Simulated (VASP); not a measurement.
# CdS (Hawleyite) (F-43m) in VASP: notebook, part 2 of 2

VASP 6.6.1. Earlier steps stand in the parts before.

## (4) Electric field gradients, PBEsol+D3(BJ)

INCAR

```
SYSTEM = CdS
PREC     = Accurate       ! precision mode
ENCUT    = 520            ! plane-wave cutoff, eV
EDIFF    = 1E-8           ! SCF threshold, eV
ISMEAR   = -1             ! smearing method
SIGMA    = 0.03           ! smearing width, eV
LREAL    = .FALSE.        ! projectors in reciprocal space
LASPH    = .TRUE.         ! aspherical terms in the spheres
NELM     = 60             ! most SCF steps
ALGO     = Normal         ! electronic algorithm
ISIF     = 2              ! what is computed and relaxed
LWAVE    = .FALSE.        ! write WAVECAR
LCHARG   = .FALSE.        ! write CHGCAR
GGA      = PS             ! functional
IVDW     = 12             ! dispersion correction
LEFG     = .TRUE.       
NBANDS   = 16             ! bands
```

KPOINTS

```
regular mesh
0
G
  7 7 7
  0 0 0
```

POSCAR

```
CdS
1.0
    0.0000000000      2.9165000000      2.9165000000
    2.9165000000      0.0000000000      2.9165000000
    2.9165000000      2.9165000000      0.0000000000
Cd S
1 1
Direct
    0.0000000000      0.0000000000      0.0000000000
    0.2500000000      0.2500000000      0.2500000000
```

Potentials or basis: VASP PAW PBE potentials, release 64 (Cd, S).

The run is started by

```
cat potpaw_PBE.64/Cd/POTCAR potpaw_PBE.64/S/POTCAR > POTCAR
mpirun -np 1 vasp_std > vasp.out
```

OUTCAR:

```text
SYSTEM = CdS
   PREC = Accurate
   ENCUT = 520
   EDIFF = 1E-8
   ISMEAR = -1
   LREAL = .FALSE.
   LASPH = .TRUE.
   NELM = 60
   ISIF = 2
   GGA = PS
   IVDW = 12
 IVDW          = 12

 ion  position               nearest neighbor table
   1  0.000  0.000  0.000-   2 2.53   2 2.53   2 2.53   2 2.53
   2  0.250  0.250  0.250-   1 2.53   1 2.53   1 2.53   1 2.53

  LATTYP: Found a face centered cubic cell.
 ALAT       =     5.8330000000

  Lattice vectors:

 A1 = (   0.0000000000,   2.9165000000,   2.9165000000)
 A2 = (   2.9165000000,   0.0000000000,   2.9165000000)
 A3 = (   2.9165000000,   2.9165000000,   0.0000000000)

Analysis of symmetry for initial positions (statically):
=====================================================================
 Subroutine PRICEL returns:
 Original cell was already a primitive cell.

 Routine SETGRP: Setting up the symmetry group for a
 face centered cubic supercell.

 Subroutine GETGRP returns: Found 24 space group operations
 (whereof 24 operations were pure point group operations)
 out of a pool of 48 trial point group operations.

The static configuration has the point symmetry T_d .

Analysis of symmetry for dynamics (positions and initial velocities):
=====================================================================
 Subroutine PRICEL returns:
 Original cell was already a primitive cell.

 Routine SETGRP: Setting up the symmetry group for a
 face centered cubic supercell.

 Subroutine GETGRP returns: Found 24 space group operations
 (whereof 24 operations were pure point group operations)
[... 153 lines left out ...]
      1     -11.1721      2.00000
      2      -6.5170      2.00000
      3      -6.5170      2.00000
      4      -6.5170      2.00000
      5      -6.0288      2.00000
      6      -6.0288      2.00000
[... 357 lines left out ...]
      3      -6.2537      2.00000
      4      -6.0815      2.00000
      5      -6.0114      2.00000
      6      -5.4199      2.00000
[... 8 lines left out ...]
     15      13.4432      0.00000
     16      15.1584      0.00000

------------------------ aborting loop because EDIFF is reached ----------------------------------------

 Edisp (eV)   -0.54443

 E8    (eV) :    -0.3445

  FORCE on cell =-STRESS in cart. coord.  units (eV):
  Direction    XX          YY          ZZ          XY          YZ          ZX
  --------------------------------------------------------------------------------------
  -------------------------------------------------------------------------------------
  Total      -0.50609    -0.50609    -0.50609    -0.00000     0.00000     0.00000
  in kB     -16.34257   -16.34257   -16.34257    -0.00000     0.00000     0.00000
  external pressure =      -16.34 kB  Pullay stress =        0.00 kB

 VOLUME and BASIS-vectors are now :
 -----------------------------------------------------------------------------
  energy-cutoff  :      520.00
  volume of cell :       49.62
      direct lattice vectors                 reciprocal lattice vectors
     0.000000000  2.916500000  2.916500000    -0.171438368  0.171438368  0.171438368
     2.916500000  0.000000000  2.916500000     0.171438368 -0.171438368  0.171438368
     2.916500000  2.916500000  0.000000000     0.171438368  0.171438368 -0.171438368

 POSITION                                       TOTAL-FORCE (eV/Angst)
 -----------------------------------------------------------------------------------
      0.00000      0.00000      0.00000         0.000000      0.000000     -0.000000
      1.45825      1.45825      1.45825        -0.000000     -0.000000      0.000000
 -----------------------------------------------------------------------------------
    total drift:                               -0.000000     -0.000000     -0.000000

  FREE ENERGIE OF THE ION-ELECTRON SYSTEM (eV)
  ---------------------------------------------------
  free  energy   TOTEN  =        -7.3573240621 eV

  energy  without entropy=       -7.3573240615  energy(sigma->0) =       -7.35732406

 Electric field gradients (V/A^2)
---------------------------------------------------------------------
 ion       V_xx      V_yy      V_zz      V_xy      V_xz      V_yz
---------------------------------------------------------------------
   1      -0.000     0.000    -0.000     0.002     0.002     0.002
   2      -0.000     0.000    -0.000    -0.000    -0.000    -0.000
---------------------------------------------------------------------

 Electric field gradients after diagonalization (V/A^2)
 (convention: |V_zz| > |V_xx| > |V_yy|)
----------------------------------------------------------------------
 ion       V_xx      V_yy      V_zz     asymmetry (V_yy - V_xx)/ V_zz
----------------------------------------------------------------------
   1      -0.002    -0.002     0.004       0.000
   2       0.000     0.000    -0.000       0.000
----------------------------------------------------------------------

           NMR quadrupolar parameters

 Cq : quadrupolar parameter    Cq=e*Q*V_zz/h
 eta: asymmetry parameters     (V_yy - V_xx)/ V_zz
 Q  : nuclear electric quadrupole moment in mb (millibarn)
----------------------------------------------------------------------
 ion       Cq(MHz)       eta       Q (mb)
----------------------------------------------------------------------
   1       0.000       0.000       1.000
   2      -0.000       0.000       1.000
----------------------------------------------------------------------
```

Run time: 17 s. Hardware: 1 thread of Intel Xeon Platinum 8488C (Sapphire Rapids), shared host; peak memory 0.18 GiB.

Results:

* Free energy: -7.3573 eV
* Pressure: -1.6 GPa
* Band gap on the k mesh: 1.01 eV, direct
* Dispersion energy per atom: -0.272 eV

Caveat: without QUAD_EFG the Cq values of the log hold for a quadrupole moment of 1 mb, not for the nuclei; the PAW data sets were made with another functional, which shifts forces and pressure a little.
